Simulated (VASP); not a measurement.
# InO2 (P-6m2) in VASP: notebook, part 2 of 2

VASP 6.6.1.

## (3) Single point, PBE

This run uses another cell than the first one, of 13.83 Å³/atom, 1.015 times its volume.

INCAR reads:

```
SYSTEM = InO2
PREC = Accurate
ENCUT = 520
EDIFF = 1E-7
ISMEAR = 0
SIGMA = 0.1
LREAL = .FALSE.
LASPH = .TRUE.
NELM = 100
ALGO = Normal
ISIF = 2
LWAVE = .FALSE.
LCHARG = .FALSE.
GGA = PE
NBANDS = 20
```

KPOINTS reads:

```
Automatic mesh
0
G
  18 18 10
  0 0 0
```

POSCAR reads:

```
InO2
1.0
    3.3005100424      0.0000000000      0.0000000000
   -1.6502550212      2.8583255422      0.0000000000
    0.0000000000      0.0000000000      4.3979959455
In O
1 2
Direct
    0.0000000000      0.0000000000      0.0000000000
    0.3333333333      0.6666666667      0.7371253021
    0.3333333333      0.6666666667      0.2628746979
```

Potentials or basis: VASP PAW PBE potentials, release 64 (In_d, O).

On the command line:

```sh
cat potpaw_PBE.64/In_d/POTCAR potpaw_PBE.64/O/POTCAR > POTCAR
mpirun -np 1 vasp_std > vasp.out
```

OUTCAR:

```text
SYSTEM = InO2
   PREC = Accurate
   ENCUT = 520
   EDIFF = 1E-7
   ISMEAR = 0
   LREAL = .FALSE.
   LASPH = .TRUE.
   NELM = 100
   ISIF = 2
   GGA = PE

 ion  position               nearest neighbor table
   1  0.000  0.000  0.000-   2 2.23   3 2.23   2 2.23   3 2.23   2 2.23   3 2.23
   2  0.333  0.667  0.737-   1 2.23   1 2.23   1 2.23
   3  0.333  0.667  0.263-   1 2.23   1 2.23   1 2.23

  LATTYP: Found a hexagonal cell.
 ALAT       =     3.3005100424
 C/A-ratio  =     1.3325200920

  Lattice vectors:

 A1 = (   3.3005100424,   0.0000000000,   0.0000000000)
 A2 = (  -1.6502550212,   2.8583255422,   0.0000000000)
 A3 = (   0.0000000000,   0.0000000000,   4.3979959455)

Analysis of symmetry for initial positions (statically):
=====================================================================
 Subroutine PRICEL returns:
 Original cell was already a primitive cell.

 Routine SETGRP: Setting up the symmetry group for a
 hexagonal supercell.

 Subroutine GETGRP returns: Found 12 space group operations
 (whereof 12 operations were pure point group operations)
 out of a pool of 24 trial point group operations.

The static configuration has the point symmetry D_3h.
[... 163 lines left out ...]

 E-fermi :   4.4480     XC(G=0): -10.3197

 val. band max:        4.4158227949   @ k =   0.3333   0.3333   0.3000
 cond. band min:       4.4676962220   @ k =   0.1111   0.0000   0.2000
 fundamental gap:      0.0518734271
 Fermi energy:         4.4480074706

 k-point     1 :       0.0000    0.0000    0.0000
  band No.  band energies     occupation
      1     -14.3791      2.00000
      2     -11.8474      2.00000
      3      -9.1678      2.00000
      4      -9.1678      2.00000
      5      -9.0503      2.00000
      6      -8.8210      2.00000
[... 541 lines left out ...]
     19      18.3204      0.00000
     20      18.6741      0.00000

 [... further k-points ...]

------------------------ aborting loop because EDIFF is reached ----------------------------------------

  FORCE on cell =-STRESS in cart. coord.  units (eV):
  Direction    XX          YY          ZZ          XY          YZ          ZX
  --------------------------------------------------------------------------------------
  -------------------------------------------------------------------------------------
  Total        0.0846424      0.0846424      0.0414887      0.0000000      0.0000000      0.0000000
  in kB        3.2685186      3.2685186      1.6021111      0.0000000      0.0000000      0.0000000
  external PRESSURE =       2.7130494 kB  Pullay stress =       0.0000000 kB

 VOLUME and BASIS-vectors are now :
 -----------------------------------------------------------------------------
  energy-cutoff  :      520.00
  volume of cell :       41.49
      direct lattice vectors                 reciprocal lattice vectors
     3.300510042  0.000000000  0.000000000     0.302983474  0.174927591  0.000000000
    -1.650255021  2.858325542  0.000000000     0.000000000  0.349855181  0.000000000
     0.000000000  0.000000000  4.397995945     0.000000000  0.000000000  0.227376290

 POSITION                                       TOTAL-FORCE (eV/Angst)
 -----------------------------------------------------------------------------------
      0.00000      0.00000      0.00000         0.000000      0.000000      0.000000
     -0.00000      1.90555      3.24187        -0.000000      0.000000     -0.055613
     -0.00000      1.90555      1.15612        -0.000000     -0.000000      0.055613
 -----------------------------------------------------------------------------------
    total drift:                                0.000000     -0.000000     -0.000000

  FREE ENERGIE OF THE ION-ELECTRON SYSTEM (eV)
  ---------------------------------------------------
  free  energy   TOTEN  =       -14.7061783128 eV

  energy  without entropy=      -14.7036988048  energy(sigma->0) =      -14.70493856
```

Run time: 2.1 min. Hardware: 1 thread of Intel Xeon Platinum 8488C (Sapphire Rapids), shared host; peak memory 0.29 GiB.

Results:

```
Free energy   : -14.7062 eV
Pressure      : 0.3 GPa
Largest force : 0.056 eV/Å
```

Forces on the atoms (eV/Å):
```
In   0.000  0.000  0.000
O    0.000  0.000 -0.056
O    0.000  0.000  0.056
```

Stress tensor (GPa, compression positive):
```
0.33 0.00 0.00
0.00 0.33 0.00
0.00 0.00 0.16
```

Caveat: spin-orbit coupling is left out, which moves the levels of the heavy elements; an odd number of electrons without spin polarisation forces a metal; a magnetic or distorted state may lie lower.

## (4) Single point, PBE, collinear spin, ferromagnetic start

This run uses another cell than the first one, of 19.39 Å³/atom, 1.424 times its volume.

INCAR reads:

```
SYSTEM = InO2
PREC = Accurate
ENCUT = 520
EDIFF = 1E-6
ISMEAR = 0
SIGMA = 0.1
LREAL = .False.
LASPH = .True.
NELM = 150
ALGO = Normal
ISIF = 2
LWAVE = .False.
LCHARG = .True.
ISPIN = 2
MAGMOM = 0 1 1
LORBIT = 11
GGA = PE
LELF = .True.
LVHAR = .True.
NBANDS = 24
```

KPOINTS reads:

```
regular mesh
0
Gamma
  12 12 2
  0 0 0
```

POSCAR reads:

```
InO2
1.0
    2.3897924200      0.0000000000      0.0000000000
   -1.1948962100      2.0696209500      0.0000000000
    0.0000000000      0.0000000000     11.7629553500
In O
1 2
Direct
    0.0000000000      0.0000000000      0.0000000000
    0.3333333300      0.6666666700      0.8978554600
    0.3333333300      0.6666666700      0.1021445400
```

On the command line:

```sh
cat potpaw_PBE.64/In_d/POTCAR potpaw_PBE.64/O/POTCAR > POTCAR
mpirun -np 1 vasp_std > vasp.out
```

Wall time 1.9 min (1 thread of Intel Xeon Platinum 8488C (Sapphire Rapids), shared host); peak memory 0.24 GiB.

It converged, with:

```yaml
Free_energy: -1.5729 eV
Largest_force: 13.085 eV/Å
Band_gap_on_the_k_mesh: zero (filled and empty bands overlap)
Net_moment: 1.00 μB per cell
Site_moments: In +0.10; O +0.42 μB
Valence_electrons_inside_the_program's_atomic_spheres: In 13.60; O 5.22
```

Forces on the atoms (eV/Å):
```
In    0.000   0.000   0.000
O     0.000   0.000 -13.085
O     0.000   0.000  13.085
```

Levels at points of the mesh, in eV from the Fermi level:
Spin up:
| k point | band 9 | band 10 | band 11 | band 12 | band 13 | band 14 | band 15 | band 16 | band 17 | band 18 |
| --- | --- | --- | --- | --- | --- | --- | --- | --- | --- | --- |
| (0.00, 0.00, 0.00) | -3.74 | -0.63 | -0.63 | -0.38 | -0.38 | 3.95 | 7.99 | 8.73 | 11.09 | 13.41 |
| (0.50, 0.00, 0.00) | -5.96 | -4.21 | -2.97 | -0.77 | -0.18 | 6.96 | 12.05 | 15.07 | 15.88 | 16.08 |
| (0.00, 0.00, 0.50) | -3.74 | -0.63 | -0.63 | -0.38 | -0.38 | 3.95 | 7.99 | 8.72 | 11.10 | 14.00 |
| (0.50, 0.00, 0.50) | -5.96 | -4.21 | -2.97 | -0.77 | -0.18 | 6.96 | 12.05 | 15.05 | 15.73 | 16.35 |
Spin down:
| k point | band 8 | band 9 | band 10 | band 11 | band 12 | band 13 | band 14 | band 15 | band 16 | band 17 |
| --- | --- | --- | --- | --- | --- | --- | --- | --- | --- | --- |
| (0.00, 0.00, 0.00) | -5.57 | -3.32 | 0.31 | 0.31 | 0.56 | 0.56 | 4.15 | 7.99 | 8.77 | 11.13 |
| (0.50, 0.00, 0.00) | -7.13 | -5.33 | -3.80 | -2.14 | -0.29 | 0.72 | 7.20 | 12.26 | 15.17 | 15.96 |
| (0.00, 0.00, 0.50) | -5.57 | -3.32 | 0.31 | 0.31 | 0.56 | 0.56 | 4.15 | 8.00 | 8.74 | 11.17 |
| (0.50, 0.00, 0.50) | -7.13 | -5.33 | -3.80 | -2.14 | -0.29 | 0.72 | 7.20 | 12.26 | 15.14 | 15.80 |

Caveat: spin-orbit coupling is left out, which moves the levels of the heavy elements.

## (5) Relaxation of cell and atoms, PBE

This run uses another cell than the first one, of 13.88 Å³/atom, 1.019 times its volume.

INCAR reads:

```
ALGO     = Normal         # electronic algorithm
EDIFF    = 1E-6           # SCF threshold, eV
EDIFFG   = -0.01          # ionic threshold
ENCUT    = 600            # plane-wave cutoff, eV
GGA      = PE             # functional
IBRION   = 2              # ionic algorithm
ISIF     = 3              # what is computed and relaxed
ISMEAR   = 0              # smearing method
LASPH    = True           # aspherical terms in the spheres
LCHARG   = False          # write CHGCAR
LREAL    = False          # projectors in reciprocal space
LWAVE    = False          # write WAVECAR
NELM     = 100            # most SCF steps
NSW      = 100            # ionic steps
PREC     = Accurate       # precision mode
SIGMA    = 0.1            # smearing width, eV
```

KPOINTS reads:

```
k-points
0
Gamma
  18 18 10
```

POSCAR reads:

```
InO2
1.0
    3.3036917579      0.0000000000      0.0000000000
   -1.6518458789      2.8610809886      0.0000000000
    0.0000000000      0.0000000000      4.4045101337
In O
1 2
Direct
    0.0000000000      0.0000000000      0.0000000000
    0.3333333333      0.6666666667      0.7367356428
    0.3333333333      0.6666666667      0.2632643572
```

Potentials or basis: VASP PAW PBE potentials, release 64 (In_d, O).

On the command line:

```sh
cat potpaw_PBE.64/In_d/POTCAR potpaw_PBE.64/O/POTCAR > POTCAR
mpirun -np 1 vasp_std > vasp.out
```

OUTCAR:

```text
EDIFF = 1E-6
   EDIFFG = -0.01
   ENCUT = 600
   GGA = PE
   IBRION = 2
   ISIF = 3
   ISMEAR = 0
   LASPH = True
   LREAL = False
   NELM = 100
   NSW = 100
   PREC = Accurate

 ion  position               nearest neighbor table
   1  0.000  0.000  0.000-   2 2.23   3 2.23   2 2.23   3 2.23   2 2.23   3 2.23
   2  0.333  0.667  0.737-   1 2.23   1 2.23   1 2.23
   3  0.333  0.667  0.263-   1 2.23   1 2.23   1 2.23

  LATTYP: Found a hexagonal cell.
 ALAT       =     3.3036917579
 C/A-ratio  =     1.3332085607

  Lattice vectors:

 A1 = (   3.3036917579,   0.0000000000,   0.0000000000)
 A2 = (  -1.6518458789,   2.8610809886,   0.0000000000)
 A3 = (   0.0000000000,   0.0000000000,   4.4045101337)

Analysis of symmetry for initial positions (statically):
=====================================================================
 Subroutine PRICEL returns:
 Original cell was already a primitive cell.

 Routine SETGRP: Setting up the symmetry group for a
 hexagonal supercell.

 Subroutine GETGRP returns: Found 12 space group operations
 (whereof 12 operations were pure point group operations)
 out of a pool of 24 trial point group operations.

The static configuration has the point symmetry D_3h.

Analysis of symmetry for dynamics (positions and initial velocities):
=====================================================================
 Subroutine PRICEL returns:
 Original cell was already a primitive cell.

 Routine SETGRP: Setting up the symmetry group for a
 hexagonal supercell.

 Subroutine GETGRP returns: Found 12 space group operations
 (whereof 12 operations were pure point group operations)
 out of a pool of 24 trial point group operations.

The dynamic configuration has the point symmetry D_3h.

 Subroutine INISYM returns: Found 12 space group operations
 (whereof 12 operations are pure point group operations),
 and found     1 'primitive' translations

[... 127 lines left out ...]
 conjugate gradient relaxation of ions
 non-spin polarized calculation
 Gauss-broadening in eV      SIGMA  =   0.10
  energy-cutoff  :      600.00
  volume of cell :       41.63
 maximum number of plane-waves:      1415
 NGX is ok and might be reduce to    28
   NGX = 13   NGY = 13   NGZ = 17

--------------------------------------- Ionic step        1  -------------------------------------------

 number of electron      24.9999996 magnetization

 Free energy of the ion-electron system (eV)
  ---------------------------------------------------
  ext. energy  EPLUGINS =         0.00000000
  ---------------------------------------------------
  free energy    TOTEN  =       -14.70939406 eV

  energy without entropy =      -14.70689314  energy(sigma->0) =      -14.70814360

------------------------ aborting loop because EDIFF is reached ----------------------------------------

  FORCE on cell =-STRESS in cart. coord.  units (eV):
  Direction    XX          YY          ZZ          XY          YZ          ZX
  --------------------------------------------------------------------------------------
  -------------------------------------------------------------------------------------
  Total       -0.0648745     -0.0648745     -0.1631835     -0.0000000     -0.0000000      0.0000000
  in kB       -2.4966491     -2.4966491     -6.2799993     -0.0000000     -0.0000000      0.0000000
  external PRESSURE =      -3.7577659 kB  Pullay stress =       0.0000000 kB
[... 209 lines left out ...]
--------------------------------------- Ionic step        7  -------------------------------------------

 number of electron      24.9999995 magnetization

 Free energy of the ion-electron system (eV)
  ---------------------------------------------------
  ext. energy  EPLUGINS =         0.00000000
  ---------------------------------------------------
  free energy    TOTEN  =       -14.70963260 eV

  energy without entropy =      -14.70708635  energy(sigma->0) =      -14.70835947

 E-fermi :   4.4656     XC(G=0): -10.3231

 val. band max:        4.4368510502   @ k =   0.3333   0.3333   0.3000
 cond. band min:       4.4756027960   @ k =   0.1111   0.0000   0.2000
 fundamental gap:      0.0387517458
 Fermi energy:         4.4656472202

 k-point     1 :       0.0000    0.0000    0.0000
  band No.  band energies     occupation
      1     -14.3719      2.00000
      2     -11.8313      2.00000
      3      -9.1621      2.00000
      4      -9.1621      2.00000
      5      -9.0480      2.00000
      6      -8.8176      2.00000
[... 433 lines left out ...]
      3      -8.9481      2.00000
      4      -8.9340      2.00000
      5      -8.7603      2.00000
      6      -8.6318      2.00000
[... 8 lines left out ...]
     15      10.0582      0.00000
     16      15.1353      0.00000

 [... further k-points ...]

------------------------ aborting loop because EDIFF is reached ----------------------------------------

  FORCE on cell =-STRESS in cart. coord.  units (eV):
  Direction    XX          YY          ZZ          XY          YZ          ZX
  --------------------------------------------------------------------------------------
  -------------------------------------------------------------------------------------
  Total        0.0028834      0.0028834      0.0116825      0.0000000     -0.0000000      0.0000000
  in kB        0.1113639      0.1113639      0.4512027      0.0000000     -0.0000000      0.0000000
  external PRESSURE =       0.2246435 kB  Pullay stress =       0.0000000 kB
[... 18 lines left out ...]
  FREE ENERGIE OF THE ION-ELECTRON SYSTEM (eV)
  ---------------------------------------------------
  free  energy   TOTEN  =       -14.7096326026 eV

  energy  without entropy=      -14.7070863466  energy(sigma->0) =      -14.70835947

 reached required accuracy - stopping structural energy minimisation
```

OSZICAR:

```text
N       E                     dE             d eps       ncg     rms          rms(c)
DAV:   1     0.234832780313E+03    0.23483E+03   -0.14138E+04  7144   0.218E+03
DAV:   2     0.234400887120E+01   -0.23249E+03   -0.22700E+03  8608   0.472E+02
DAV:   3    -0.162372360267E+02   -0.18581E+02   -0.18278E+02  8016   0.132E+02
DAV:   4    -0.167139506573E+02   -0.47671E+00   -0.47639E+00  9024   0.238E+01
[... 43 lines left out ...]
       N       E                     dE             d eps       ncg     rms          rms(c)
DAV:   1    -0.147096374736E+02   -0.10875E-04   -0.45678E-03  7104   0.617E-01    0.251E-02
DAV:   2    -0.147096368792E+02    0.59442E-06   -0.12248E-04  7328   0.120E-01    0.136E-02
DAV:   3    -0.147096326801E+02    0.41990E-05   -0.64013E-06  9192   0.567E-02    0.485E-03
DAV:   4    -0.147096326026E+02    0.77579E-07   -0.10786E-06  3992   0.153E-02
   7 F= -.14709633E+02 E0= -.14708359E+02  d E =-.581972E-04
```

Run time: 5.8 min. Hardware: 1 thread of Intel Xeon Platinum 8488C (Sapphire Rapids), shared host; peak memory 0.31 GiB.

Results:

```
Free energy                            : -14.7096 eV
Relaxed volume                         : 13.83 Å³/atom
Relaxed cell                           : a = 3.302 Å, b = 3.302 Å, c = 4.393 Å, α = 90.00°, β = 90.00°, γ = 120.00°
Space group after relaxing (to 0.05 Å) : P-6m2 (No. 187)
Energy gained by relaxing              : 0.1 meV/atom
Ionic steps                            : 7
Pressure after relaxing                : 0.0 GPa
Largest force after relaxing           : 0.004 eV/Å
```

Forces in eV/Å, atoms in the order of the input:
```
In   0.000  0.000  0.000
O    0.000  0.000 -0.004
O    0.000  0.000  0.004
```

The path:
```csv
step,energy change (eV),largest force (eV/Å),pressure (GPa),volume (Å³)
1,0.0000,0.0025,-0.38,41.63
2,-0.0001,0.0395,0.23,41.44
3,-0.0002,0.0269,-0.01,41.50
4,-0.0002,0.0284,0.07,41.50
5,-0.0002,0.0265,0.06,41.50
6,-0.0002,0.0102,0.05,41.49
7,-0.0002,0.0042,0.02,41.48
```

Final structure:
```
In O
1.0
     3.30208    0.00000    0.00000
    -1.65104    2.85969    0.00000
     0.00000    0.00000    4.39309
In O
1 2
Direct
  0.00000 0.00000 0.00000
  0.33333 0.66667 0.73631
  0.33333 0.66667 0.26369
```

Levels at points of the mesh, in eV from the Fermi level:
```
           k point  band 9  band 10  band 11  band 12  band 13  band 14  band 15  band 16
(0.00, 0.00, 0.00)   -2.17    -2.17    -0.95    -0.95     0.05     1.27     7.39    10.71
(0.50, 0.00, 0.00)   -5.08    -3.23    -2.59    -0.90     1.45     4.08     5.29    10.67
(0.00, 0.00, 0.50)   -2.57    -1.67    -1.67    -1.52    -1.52     1.63     4.69    11.76
(0.50, 0.00, 0.50)   -3.80    -2.59    -2.16    -1.98    -1.71     4.91     5.85     8.21
```

Caveat: spin-orbit coupling is left out, which moves the levels of the heavy elements; an odd number of electrons without spin polarisation forces a metal; a magnetic or distorted state may lie lower.

## (6) The runs side by side

| task | spin | cell | k mesh | cutoff (eV) | gap on the mesh (eV) | pressure (GPa) | moment (μB) | largest force (eV/Å) |
| --- | --- | --- | --- | --- | --- | --- | --- | --- |
| single point | collinear, ferromagnetic start | a = 3.294, b = 3.294, c = 4.349 Å, angles 90.0, 90.0, 120.0°, 3 atoms | 12 × 12 × 2 | 520 | none | 0.3 | 0.00 | 0.07 |
| single point | off | a = 3.301, b = 3.301, c = 4.398 Å, angles 90.0, 90.0, 120.0°, 3 atoms | 18 × 18 × 10 | 520 | none | 0.3 | - | 0.06 |
| single point | collinear, ferromagnetic start | a = 2.390, b = 2.390, c = 11.763 Å, angles 90.0, 90.0, 120.0°, 3 atoms | 12 × 12 × 2 | 520 | none | - | 1.00 | 13.09 |
| relaxation of cell and atoms | off | relaxed from a = 3.304, b = 3.304, c = 4.405 Å, angles 90.0, 90.0, 120.0°, 3 atoms | 18 × 18 × 10 | 600 | none | 0.0 | - | - |

Alike in all rows: level PBE; potentials or basis VASP PAW PBE potentials, release 64 (In_d, O); smearing gaussian 0.1 eV.

Caveats: some runs use coarse meshes; spin-orbit coupling is left out, which moves the levels of the heavy elements; an odd number of electrons without spin polarisation forces a metal (some runs); a magnetic or distorted state may lie lower (some runs).

Total energies depend on the potentials used, so only differences within one code and one set of settings carry meaning.
